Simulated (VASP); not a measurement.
The system is SnSe2.

```
Sn Se
1.0
     3.81100    0.00000    0.00000
    -1.90550    3.30042    0.00000
     0.00000    0.00000    6.13600
Sn Se
1 2
Direct
  0.00000 0.00000 0.00000
  0.33333 0.66667 0.24900
  0.66667 0.33333 0.75100
```

```yaml
Program: VASP 6.6.1
Task: relaxation of cell and atoms
Functional: PBE
Potentials_or_basis: VASP PAW PBE potentials, release 64 (Sn_d, Se)
Cutoff: 600 eV
k_mesh: 6 × 6 × 4
Occupations: gaussian, width 0.01 eV
Spin: no spin polarisation
```

At the start: pressure 5.7 GPa; volume 25.73 Å³/atom.

Where does the relaxation end?

Over 20 steps the energy falls by 41.7 meV/atom and the volume is 29.98 Å³/atom (+16.5 %); space group P-3m1 (No. 164, to 0.05 Å).

The path:
```tsv
step	energy change (eV)	largest force (eV/Å)	pressure (GPa)	volume (Å³)
1	0.0000	0.7960	5.67	77.18
2	-0.0414	0.6356	-3.32	87.80
3	-0.1093	0.0727	0.01	82.80
4	-0.1093	0.0580	0.13	82.68
5	-0.1103	0.0650	0.11	82.81
6	-0.1129	0.0865	0.13	83.18
7	-0.1149	0.1294	0.20	83.92
8	-0.1158	0.1224	0.18	84.12
9	-0.1181	0.1024	0.12	84.74
10	-0.1215	0.0614	0.03	85.98
11	-0.1237	0.0239	-0.10	88.49
12	-0.1237	0.0148	-0.09	88.21
13	-0.1244	0.0232	0.04	88.56
14	-0.1248	0.0370	0.22	89.07
15	-0.1251	0.0113	0.04	89.80
16	-0.1251	0.0134	0.02	89.83
17	-0.1251	0.0122	0.03	89.81
18	-0.1251	0.0114	-0.01	89.91
19	-0.1251	0.0109	-0.03	89.97
20	-0.1251	0.0013	0.03	89.93
```

Final structure:
```
Sn Se
1.0
     3.87725    0.00000    0.00000
    -1.93863    3.35780    0.00000
     0.00000    0.00000    6.90796
Sn Se
1 2
Direct
  0.00000 0.00000 0.00000
  0.33333 0.66667 0.23060
  0.66667 0.33333 0.76940
```

Caveat: the volume moved by over 15 % at a fixed basis, so the end points are rough; this functional lacks dispersion, which binds the layers, so the pressure and a relaxed spacing across them are unreliable; the volume moved by +17 % from the deposited cell, more than functionals usually miss.
